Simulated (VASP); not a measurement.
Here is a VASP 6.6.1 calculation.

Contents of INCAR:

```
ALGO     = Normal         # electronic algorithm
EDIFF    = 1E-6           # SCF threshold, eV
EDIFFG   = -0.02          # ionic threshold
ENCUT    = 600            # plane-wave cutoff, eV
GGA      = PE             # functional
IBRION   = 2              # ionic algorithm
ISIF     = 3              # what is computed and relaxed
ISMEAR   = -1             # smearing method
ISPIN    = 2              # spin polarisation
LASPH    = True           # aspherical terms in the spheres
LCHARG   = False          # write CHGCAR
LMAXMIX  = 4              # l up to which the mixer works
LORBIT   = 11             # projections on sites
LREAL    = False          # projectors in reciprocal space
LWAVE    = False          # write WAVECAR
MAGMOM   = 1 1 0 0.6 0    # initial moments
NELM     = 150            # most SCF steps
NSW      = 80             # ionic steps
PREC     = Accurate       # precision mode
SIGMA    = 0.05           # smearing width, eV
```

KPOINTS

```
k-points
0
Gamma
  7 7 2
```

Contents of POSCAR:

```
NiMoIrPdW
1.0
    2.7607800000      0.0000000000      0.0000000000
   -1.3803900000      2.3909000000      0.0000000000
    0.0000000000      0.0000000000     11.3405100000
Ni Mo Pd Ir W
1 1 1 1 1
Direct
    0.0000000000      0.0000000000      0.7091700000
    0.6666700000      0.3333300000      0.2942500000
    0.6666700000      0.3333300000      0.8990100000
    0.0000000000      0.0000000000      0.1060400000
    0.6666700000      0.3333300000      0.5292100000
```

Potentials or basis: VASP PAW PBE potentials, release 64 (Ni, Mo_sv, Pd, Ir, W_sv).

Command:

```console
$ cat potpaw_PBE.64/Ni/POTCAR potpaw_PBE.64/Mo_sv/POTCAR potpaw_PBE.64/Pd/POTCAR potpaw_PBE.64/Ir/POTCAR potpaw_PBE.64/W_sv/POTCAR > POTCAR
$ mpirun -np 1 vasp_std > vasp.out
```

(1) What does it give for the relaxed volume?

(2) What does it give for the net moment?

(3) Predict the relaxed cell.

(4) Predict the space group after relaxing (to 0.1 Å).

## Answers

(1) 14.97 Å³/atom.

(2) 0.00 μB per cell.

(3) a = 2.766 Å, b = 2.766 Å, c = 11.297 Å, α = 90.00°, β = 90.00°, γ = 120.00°.

(4) P3m1 (No. 156).

Caveat: the k points lie up to 0.37 Å⁻¹ apart in the final cell.
